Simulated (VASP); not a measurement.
Input of a VASP 6.6.1 run:

The input INCAR:

```
SYSTEM = Al
ALGO = Fast
EDIFF = 1E-6
ENCUT = 520
GGA = PS
ISIF = 2
ISMEAR = 0
IVDW = 12
LASPH = .True.
LCHARG = .False.
LREAL = .False.
LWAVE = .False.
NBANDS = 14
NELM = 100
PREC = Accurate
SIGMA = 0.15
```

KPOINTS

```
k-points
0
Gamma
  18 18 6
  0 0 0
```

The input POSCAR:

```
Al
1.0
    2.7629351428      0.0000000000      0.0000000000
   -1.3814675714      2.3927720227      0.0000000000
    0.0000000000      0.0000000000      9.0678157309
Al
4
Direct
    0.0000000000      0.0000000000      0.0000000000
    0.3333333333      0.6666666667      0.2500000000
    0.0000000000      0.0000000000      0.5000000000
    0.6666666667      0.3333333333      0.7500000000
```

Potentials or basis: VASP PAW PBE potentials, release 64 (Al).

Command:

```sh
$ cat potpaw_PBE.64/Al/POTCAR > POTCAR
$ mpirun -np 1 vasp_std > vasp.out
```

Problem. Predict the band gap on the k mesh.

Solution. Zero (band 6 reaches 13.02 eV, above the bottom of band 7 at 7.37 eV).

Problem. Predict the pressure.

Solution. 4.1 GPa.

Stress tensor (GPa, compression positive):
```
4.14 0.00 0.00
0.00 4.14 0.00
0.00 0.00 4.06
```

Caveat: the PAW data sets were made with another functional, which shifts forces and pressure a little; pairwise dispersion overbinds metals, which lowers pressure and volume.
